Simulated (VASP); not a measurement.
Ag, 2 atoms in the cell. It takes space group P6_3/mmc (No. 194, hexagonal). The conventional cell has a = 2.930 Å, b = 2.930 Å, c = 4.982 Å, α = 90.00°, β = 90.00°, γ = 120.00°. Within 3.9 Å of Ag (site symmetry -6m2) lie 12 Ag at 2.93 to 3.01 Å. This isn't the form of Ag at room conditions, which is fcc. This cell differs from its parent crystal: strain +0.000 along x and y, +0.040 along z.

* Program: VASP 6.6.1
* Task: single point
* Functional: PBEsol
* Potentials or basis: VASP PAW PBE potentials, release 64 (Ag)
* Cutoff: 520 eV
* k mesh: 18 × 18 × 10
* Occupations: gaussian, width 0.15 eV
* Spin: no spin polarisation
* Dipole correction: no
* Further INCAR settings: ALGO = Fast; EDIFF = 1e-07; NBANDS = 18

Potentials or basis: VASP PAW PBE potentials, release 64 (Ag).

Run with:

```console
$ cat potpaw_PBE.64/Ag/POTCAR > POTCAR
$ mpirun -np 1 vasp_std > vasp.out
```

Hardware: 1 thread of Intel Xeon 8259CL, on a shared host.

Question: How long does it take, and how much memory?

Answer: Wall time 2.2 min on 1 thread of Intel Xeon 8259CL, on a shared host, peak memory 0.25 GiB. Counts: scf iterations 14, k points 222.
